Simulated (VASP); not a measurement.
Write the native input for VASP 6.6.1 that does the following.

* Task: density of states
* Functional: PBEsol
* Potentials or basis: VASP PAW PBE potentials, release 64 (Cd, S)
* Cutoff: 520 eV
* k mesh: 13 × 13 × 13
* Occupations: fermi-dirac, width 0.08 eV
* Spin: no spin polarisation
* Dipole correction: no
* k mesh for the DOS: 20 × 20 × 20
* Occupations for the DOS: tetrahedron
* Further INCAR settings: ALGO = Normal; EDIFF = 1e-06; NBANDS = 16

CdS (rocksalt type):

```
CELL_PARAMETERS angstrom
0.00000 2.69854 2.69854
2.69854 0.00000 2.69854
2.69854 2.69854 0.00000
ATOMIC_POSITIONS crystal
Cd 0.00000 0.00000 0.00000
S 0.50000 0.50000 0.50000
```

The input as run:

POSCAR

```
CdS
1.0
    0.0000000000      2.6985419728      2.6985419728
    2.6985419728      0.0000000000      2.6985419728
    2.6985419728      2.6985419728      0.0000000000
Cd S
1 1
Direct
    0.0000000000      0.0000000000      0.0000000000
    0.5000000000      0.5000000000      0.5000000000
```

INCAR.step1

```
SYSTEM = CdS
PREC = Accurate
ENCUT = 520
EDIFF = 1E-6
ISMEAR = -1
SIGMA = 0.08
LREAL = .False.
LASPH = .True.
NELM = 60
ALGO = Normal
ISIF = 2
LWAVE = .False.
LCHARG = .True.
GGA = PS
NBANDS = 16
```

KPOINTS.step1

```
Automatic mesh
0
Gamma
  13 13 13
  0 0 0
```

INCAR.step2

```
SYSTEM = CdS
PREC = Accurate
ENCUT = 520
EDIFF = 1E-6
ISMEAR = -5
SIGMA = 0.08
LREAL = .False.
LASPH = .True.
NELM = 60
ALGO = Normal
ISIF = 2
LWAVE = .False.
LCHARG = .False.
GGA = PS
LORBIT = 10
NBANDS = 16
NEDOS = 2001
ICHARG = 11
```

KPOINTS.step2

```
Automatic mesh
0
Gamma
  20 20 20
  0 0 0
```

Potentials or basis: VASP PAW PBE potentials, release 64 (Cd, S).

Command:

```console
$ cat potpaw_PBE.64/Cd/POTCAR potpaw_PBE.64/S/POTCAR > POTCAR
$ cp INCAR.step1 INCAR
$ cp KPOINTS.step1 KPOINTS
$ mpirun -np 1 vasp_std > vasp.out
$ cp INCAR.step2 INCAR
$ cp KPOINTS.step2 KPOINTS
$ mpirun -np 1 vasp_std > vasp.out
```

It gave:

```
Valence electrons inside the program's atomic spheres : Cd 10.24; S 3.69
```

Run time: 76 s on 1 thread of AMD EPYC 7R13 Processor (Zen 3), on a shared host, peak memory 0.24 GiB.
